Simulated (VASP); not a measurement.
A run of VASP 6.6.1 is set up as follows.

The input INCAR:

```
PREC = Accurate ; ENCUT = 630
EDIFF = 1E-6 ; ISMEAR = 0
SIGMA = 0.1 ; LREAL = F
LASPH = T ; NELM = 120
ALGO = Normal ; ISIF = 2
LWAVE = F ; LCHARG = F
GGA = PE ; NBANDS = 46
GGA_COMPAT = F
```

KPOINTS

```
regular mesh
0
Gamma
  6 4 4
```

File POSCAR:

```
BPd4
1.0
    2.8920300000      0.0000000000      0.0000000000
    0.0000000000      4.3650078800      0.0000000000
    0.0000000000      0.0000000000      5.8563151400
B Pd
1 4
Direct
    0.5000000000      0.0000000000      0.8632270100
    0.5000000000      0.5000000000      0.8675609800
    0.0000000000      0.5000000000      0.3291640000
    0.0000000000      0.0000000000      0.6194700000
    0.5000000000      0.0000000000      0.1975780000
```

Potentials or basis: VASP PAW PBE potentials, release 64 (B, Pd_sv_GW).

Launch:

```sh
$ cat potpaw_PBE.64/B/POTCAR potpaw_PBE.64/Pd_sv_GW/POTCAR > POTCAR
$ mpirun -np 1 vasp_std > vasp.out
```

What does it give for the band gap on the k mesh?

Zero (an odd number of electrons rules out a gap without spin polarisation).

Predict the pressure.

-1.7 GPa.

Estimate the largest force.

0.276 eV/Å.

Forces in eV/Å, atoms in the order of the input:
```
B    0.000  0.000  0.136
Pd   0.000  0.000  0.133
Pd   0.000  0.000 -0.006
Pd   0.000  0.000  0.013
Pd   0.000  0.000 -0.276
```

Caveat: the k points lie up to 0.36 Å⁻¹ apart, too coarse for converged energies and pressures of a metal.
